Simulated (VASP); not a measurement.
# TePd3: single point with LDA

Crystal: TePd3.

```
Te Pd
1.0
    -2.31390    2.31390    3.28934
     2.31390   -2.31390    3.28934
     2.31390    2.31390   -3.28934
Te Pd
1 3
Direct
  0.00000 0.00000 0.00000
  0.75000 0.25000 0.50000
  0.25000 0.75000 0.50000
  0.50000 0.50000 0.00000
```

```yaml
Program: VASP 6.6.1
Task: single point
Functional: LDA
Potentials_or_basis: VASP PAW LDA potentials, release 64 (Te, Pd)
Cutoff: 520 eV
k_mesh: 7 × 7 × 7
Occupations: methfessel-paxton, width 0.1 eV
Spin: no spin polarisation
Dipole_correction: no
Further_INCAR_settings: ALGO = Normal; EDIFF = 1e-06; NBANDS = 26
```

| Property | Result |
| --- | --- |
| Pressure | -13.6 GPa |
| Band gap on the k mesh | zero (bands 18 and 19 overlap by 1.98 eV) |

Levels at points of the mesh, in eV from the Fermi level:
| k point | band 16 | band 17 | band 18 | band 19 | band 20 | band 21 |
| --- | --- | --- | --- | --- | --- | --- |
| (0.00, 0.00, 0.00) | -1.08 | -1.06 | 1.02 | 1.05 | 1.05 | 4.94 |

Wall time 77 s on 1 thread of Intel Xeon 8259CL (shared host), peak memory 0.21 GiB.

Caveat: the cell stands under tension; spin-orbit coupling is left out, which moves the levels of the heavy elements.
